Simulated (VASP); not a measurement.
Set up this calculation in VASP 6.6.1, as the native input.

```yaml
Task: single point
Functional: PBE
Potentials_or_basis: VASP PAW PBE potentials, release 64 (P, N)
Cutoff: 520 eV
k_mesh: 18 × 18 × 6
Occupations: gaussian, width 0.1 eV
Spin: no spin polarisation
Dipole_correction: no
Further_INCAR_settings: ALGO = Normal; EDIFF = 1e-07; NBANDS = 18
```

The structure of PN lies in POSCAR:

```
PN
1.0
    3.1950438177      0.0000000000      0.0000000000
   -1.5975219088      2.7669891123      0.0000000000
    0.0000000000      0.0000000000      8.0624776444
P N
2 2
Direct
    0.3333333333      0.6666666667      0.2500000000
    0.6666666667      0.3333333333      0.7500000000
    0.3333333333      0.6666666667      0.7500000000
    0.6666666667      0.3333333333      0.2500000000
```

The input as run:

INCAR

```
  ALGO = Normal
  EDIFF = 1E-7
  ENCUT = 520
  GGA = PE
  ISIF = 2
  ISMEAR = 0
  LASPH = True
  LCHARG = False
  LREAL = False
  LWAVE = False
  NBANDS = 18
  NELM = 60
  PREC = Accurate
  SIGMA = 0.1
```

KPOINTS

```
k-points
0
Gamma
  18 18 6
```

Potentials or basis: VASP PAW PBE potentials, release 64 (P, N).

Command:

```sh
$ cat potpaw_PBE.64/P/POTCAR potpaw_PBE.64/N/POTCAR > POTCAR
$ mpirun -np 1 vasp_std > vasp.out
```

Results of the run:

* Pressure: -0.3 GPa
* Band gap on the k mesh: zero (band 10 reaches 4.09 eV, above the bottom of band 11 at 2.99 eV)

Caveat: this functional lacks dispersion, which binds the layers, so the pressure and a relaxed spacing across them are unreliable.

Wall time 110 s on 1 thread of Intel(R) Xeon(R) Platinum 8488C (Sapphire Rapids) (shared host), peak memory 0.28 GiB.
